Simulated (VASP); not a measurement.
Input of a VASP 6.6.1 run:

File INCAR:

```
SYSTEM = Ge
ALGO = Normal
EDIFF = 1E-6
ENCUT = 520
GGA = PS
ISIF = 2
ISMEAR = 1
LASPH = .True.
LCHARG = .True.
LELF = .True.
LREAL = .False.
LVHAR = .True.
LWAVE = .False.
NBANDS = 21
NELM = 100
PREC = Accurate
SIGMA = 0.05
```

KPOINTS

```
k-points
0
Gamma
  14 14 14
  0 0 0
```

File POSCAR:

```
Ge
1.0
   -2.5744897200      2.5744897200      1.3974126400
    2.5744897200     -2.5744897200      1.3974126400
    2.5744897200      2.5744897200     -1.3974126400
Ge
2
Direct
    0.2321097940      0.7321097940      0.5000000000
    0.5000000000      0.5000000000      0.0000000000
```

Potentials or basis: VASP PAW PBE potentials, release 64 (Ge_d).

Run with:

```bash
$ cat potpaw_PBE.64/Ge_d/POTCAR > POTCAR
$ mpirun -np 1 vasp_std > vasp.out
```

Task: Estimate the largest force.

Result: 0.027 eV/Å.

Task: Predict the band gap on the k mesh.

Result: Zero (bands 14 and 15 overlap by 5.00 eV).

Task: Predict the pressure.

Result: -0.9 GPa.

Stress tensor (GPa, compression positive):
```
-2.15  0.00  0.00
 0.00 -0.84  0.00
 0.00  0.00  0.40
```

Caveat: the PAW data sets were made with another functional, which shifts forces and pressure a little.
